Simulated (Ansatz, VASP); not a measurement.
Two plane-wave programs on AlNi

File INCAR:

```
PREC     = Accurate       # precision mode
ENCUT    = 520            # plane-wave cutoff, eV
EDIFF    = 1E-6           # SCF threshold, eV
ISMEAR   = 0              # smearing method
SIGMA    = 0.15           # smearing width, eV
LREAL    = F              # projectors in reciprocal space
LASPH    = T              # aspherical terms in the spheres
NELM     = 60             # most SCF steps
ALGO     = Fast           # electronic algorithm
ISIF     = 2              # what is computed and relaxed
LWAVE    = F              # write WAVECAR
LCHARG   = F              # write CHGCAR
GGA      = PE             # functional
NBANDS   = 14             # bands
```

Contents of KPOINTS:

```
Automatic mesh
0
Gamma
  20 20 20
```

POSCAR

```
AlNi
1.0
    2.0428098070     -2.0428098070      0.0000000000
    2.0428098070      2.0428098070      0.0000000000
    0.0000000000      0.0000000000      2.9011416498
Al Ni
1 1
Direct
    0.0000000000      0.0000000000      0.0258518918
    0.5000000000      0.5000000000      0.5000000000
```

Input for Ansatz:

```yaml
crystal:
  lattice:
    - [2.042809807, -2.042809807, 0.0]
    - [2.042809807, 2.042809807, 0.0]
    - [0.0, 0.0, 2.9011416498]
  atoms:
    - { symbol: Al, position: [0.0, 0.0, 0.0258518918] }
    - { symbol: Ni, position: [0.5, 0.5, 0.5] }
basis:
  ecutwfc: 420
kpoints:
  mp_grid: { grid: [20, 20, 20] }
hamiltonian:
  xc: pbe
scf:
  occupations: { method: gaussian, width: 0.15 }
output:
  forces: true
  stress: true
  eigenvalues: true
```

Change from the starting cell: all Al atoms moved +0.075 Å, as atom 1 along Cartesian [0 0 1].

Alike in both runs: task single point; functional PBE; k mesh 20 × 20 × 20; occupations gaussian, width 0.15 eV; no spin polarisation.

|  | VASP | Ansatz |
| --- | --- | --- |
| version | VASP 6.6.1 | Ansatz 0.2.0 |
| potentials or method | VASP PAW PBE potentials, release 64 (Al, Ni), cutoff 520 eV | scalar-relativistic, plane waves, PAW |
| valence electrons in the cell | 13 | 21 |

```tsv
	VASP	Ansatz	Ansatz less VASP
gap on the k mesh at the Fermi level (eV)	none	none	-
pressure (GPa)	0.3	0.4	+0.11
traceless stress, the component that is largest in VASP (GPa)	-0.38	-0.37	+0.008
rms of the force components (eV/Å)	0.247	0.246	-0.0010
```

Atom by atom the forces differ by 0.001 eV/Å (rms over components). A gap of «none» marks a metal or a gap that the smearing closes. VASP's potentials hold 13 valence electrons a cell and Ansatz's 21, so a difference there can come from the potentials and not from the codes.
